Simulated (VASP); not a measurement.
A run of VASP 6.6.1 is set up as follows.

Contents of INCAR:

```
SYSTEM = Bi
PREC = Accurate
ENCUT = 520
EDIFF = 1E-6
ISMEAR = -1
SIGMA = 0.03
LREAL = .FALSE.
LASPH = .TRUE.
NELM = 100
ALGO = Normal
ISIF = 2
LWAVE = .FALSE.
LCHARG = .FALSE.
GGA = PE
NBANDS = 22
```

Contents of KPOINTS:

```
regular mesh
0
G
  11 11 11
  0 0 0
```

The input POSCAR:

```
Bi
1.0
    2.3175796175      1.3380552160      4.0315490999
   -2.3175796175      1.3380552160      4.0315490999
    0.0000000000     -2.6761104319      4.0315490999
Bi
2
Direct
    0.2338900000      0.2338900000      0.2338900000
    0.7661100000      0.7661100000      0.7661100000
```

Potentials or basis: VASP PAW PBE potentials, release 64 (Bi_d).

Command:

```bash
$ cat potpaw_PBE.64/Bi_d/POTCAR > POTCAR
$ mpirun -np 1 vasp_std > vasp.out
```

Question: What does it give for the band gap on the k mesh?

Answer: Zero (bands 15 and 16 overlap by 0.03 eV).

Question: Estimate the largest force.

Answer: 0.056 eV/Å.

Stress tensor (GPa, compression positive):
```
-1.04  0.00  0.00
 0.00 -1.04  0.00
 0.00  0.00 -0.51
```

Caveat: spin-orbit coupling is left out, which moves the levels of the heavy elements.
